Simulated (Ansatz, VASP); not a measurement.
One calculation of V, two programs

```
V
1.0
     0.00000    1.84032    1.84032
     1.84032    0.00000    1.84032
     1.84032    1.84032    0.00000
V
1
Direct
  0.00000 0.00000 0.00000
```

Alike in both runs: task single point; functional LDA; k mesh 16 × 16 × 16; occupations fermi-dirac, width 0.1 eV; no spin polarisation.

|  | VASP | Ansatz |
| --- | --- | --- |
| version | VASP 6.6.1 | Ansatz 0.2.0 |
| potentials or method | VASP PAW LDA potentials, release 64 (V_sv), cutoff 520 eV | plane waves (420 eV) with PAW, scalar-relativistic |
| valence electrons in the cell | 13 | 13 |

```tsv
	VASP	Ansatz	Ansatz less VASP
pressure (GPa)	9.2	8.7	-0.48
```

Ansatz warns that its potentials were made for another functional, while VASP's fit it. LDA's correlation is that of Perdew and Zunger in VASP and of Perdew and Wang (1992) in Ansatz.
